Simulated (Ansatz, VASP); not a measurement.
**CuI: VASP beside Ansatz**

```xyz
2
Lattice="0.0000 2.8998 2.8998 2.8998 0.0000 2.8998 2.8998 2.8998 0.0000" Properties=species:S:1:pos:R:3 pbc="T T T"
I     2.8998    2.8998    2.8998
Cu    0.0000    0.0000    0.0000
```

Alike in both runs: task single point; functional PBE; k mesh 8 × 8 × 8; occupations fermi-dirac, width 0.05 eV; no spin polarisation.

|  | VASP | Ansatz |
| --- | --- | --- |
| version | VASP 6.6.1 | Ansatz 0.2.0 |
| potentials or method | VASP PAW PBE potentials, release 64 (I, Cu) | Ansatz PAW |
| plane-wave cutoff (eV) | 520 | 420 |
| valence electrons in the cell | 18 | 36 |

```csv
,VASP,Ansatz,Ansatz less VASP
gap on the k mesh at the Fermi level (eV),none,none,-
pressure (GPa),-1.3,-1.3,-0.03
```

A gap of «none» marks a metal or a gap that the smearing closes. The functional is the same, so the differences come from potentials, cutoffs and numerics. VASP's potentials hold 18 valence electrons a cell and Ansatz's 36, so a difference there can come from the potentials and not from the codes.

Neither program's run includes spin-orbit coupling.
